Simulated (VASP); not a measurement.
Wanted: the native input for a VASP 6.6.1 run.

```yaml
Task: single point
Functional: PBE
Potentials_or_basis: VASP PAW PBE potentials, release 64 (Pt, Ge_d)
Cutoff: 520 eV
k_mesh: 14 × 14 × 14
Occupations: fermi-dirac, width 0.1 eV
Spin: no spin polarisation
Dipole_correction: no
Further_INCAR_settings: ALGO = Normal; EDIFF = 1e-06; NBANDS = 19
```

The structure of GePt (CsCl type) lies in POSCAR:

```
GePt
1.0
    3.0668407100      0.0000000000      0.0000000000
    0.0000000000      3.0668407100      0.0000000000
    0.0000000000      0.0000000000      3.0668407100
Pt Ge
1 1
Direct
    0.0000000000      0.0000000000      0.0000000000
    0.5000000000      0.5000000000      0.5000000000
```

One way to write it, as run:

INCAR

```
SYSTEM = GePt
PREC = Accurate
ENCUT = 520
EDIFF = 1E-6
ISMEAR = -1
SIGMA = 0.1
LREAL = .False.
LASPH = .True.
NELM = 80
ALGO = Normal
ISIF = 2
LWAVE = .False.
LCHARG = .False.
GGA = PE
NBANDS = 19
```

KPOINTS

```
Automatic mesh
0
Gamma
  14 14 14
  0 0 0
```

Potentials or basis: VASP PAW PBE potentials, release 64 (Pt, Ge_d).

The run is started by

```sh
$ cat potpaw_PBE.64/Pt/POTCAR potpaw_PBE.64/Ge_d/POTCAR > POTCAR
$ mpirun -np 1 vasp_std > vasp.out
```

It gave:

| Quantity | Value |
| --- | --- |
| Pressure | 23.1 GPa |
| Band gap on the k mesh | zero (band 12 reaches 13.71 eV, above the bottom of band 13 at 10.06 eV) |

Caveat: spin-orbit coupling is left out, which moves the levels of the heavy elements.

Wall time 59 s on 1 thread of Intel Xeon 8259CL (shared host), peak memory 0.19 GiB.
